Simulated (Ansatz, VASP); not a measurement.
## One calculation of ZrGe2Pd3, two programs

Contents of INCAR:

```
SYSTEM = ZrGe2Pd3
  PREC = Accurate
  ENCUT = 600
  EDIFF = 1E-6
  ISMEAR = 0
  SIGMA = 0.2
  LREAL = .FALSE.
  LASPH = .TRUE.
  NELM = 60
  ALGO = Normal
  ISIF = 3
  LWAVE = .FALSE.
  LCHARG = .FALSE.
  GGA = PE
  IBRION = 2
  NSW = 36
  EDIFFG = -0.08
```

File KPOINTS:

```
regular mesh
0
G
  4 4 3
  0 0 0
```

POSCAR

```
ZrGe2Pd3
1.0
    4.1941948500      0.0000000000      0.0000000000
    0.0000000000      4.1941948500      0.0000000000
    0.0000000000      0.0000000000      6.4761983700
Zr Ge Pd
1 2 3
Direct
    0.0000000000      0.0000000000      0.8212696000
    0.5000000000      0.5000000000      0.2148282200
    0.5000000000      0.5000000000      0.9269187800
    0.5000000000      0.0000000000      0.3952796500
    0.0000000000      0.5000000000      0.3952796500
    0.5000000000      0.5000000000      0.5173349700
```

Input for Ansatz:

```yaml
crystal:
  lattice:
    - [4.19419485, 0.0, 0.0]
    - [0.0, 4.19419485, 0.0]
    - [0.0, 0.0, 6.47619837]
  atoms:
    - { symbol: Zr, position: [0.0, 0.0, 0.8212696] }
    - { symbol: Ge, position: [0.5, 0.5, 0.21482822] }
    - { symbol: Ge, position: [0.5, 0.5, 0.92691878] }
    - { symbol: Pd, position: [0.5, 0.0, 0.39527965] }
    - { symbol: Pd, position: [0.0, 0.5, 0.39527965] }
    - { symbol: Pd, position: [0.5, 0.5, 0.51733497] }
basis:
  ecutwfc: 420
kpoints:
  mp_grid: { grid: [4, 4, 3] }
hamiltonian:
  xc: pbe
scf:
  occupations: { method: gaussian, width: 0.2 }
  lower_state_search: "off"
output:
  forces: true
  stress: true
  eigenvalues: true
relax:
  adjacent_minimum: "off"
  f_tol: 0.08
  max_steps: 16
  cell: { stress_tol: 0.8 }
```

Alike in both runs: task relaxation of cell and atoms; functional PBE; k mesh 4 × 4 × 3; occupations gaussian, width 0.2 eV; no spin polarisation.

```csv
,VASP,Ansatz
version,VASP 6.6.1,Ansatz 0.2.0
potentials or method,"VASP PAW PBE potentials, release 64 (Zr_sv, Ge_d, Pd), cutoff 600 eV","scalar-relativistic, plane waves, PAW"
valence electrons in the cell,70,94
```

|  | VASP | Ansatz | Ansatz less VASP |
| --- | --- | --- | --- |
| gap on the k mesh at the Fermi level, each at its own relaxed structure (eV) | none | none | - |
| relaxed volume (Å³/atom) | 20.27 | 20.83 | +0.554 |
| relaxed cell length with the largest relative difference (Å) | 3.797 | 3.898 | +0.1018 |

A gap of «none» marks a metal or a gap that the smearing closes. VASP's potentials hold 70 valence electrons a cell and Ansatz's 94, so a difference there can come from the potentials and not from the codes.

The k mesh is coarse, so the values compare programs but aren't converged.
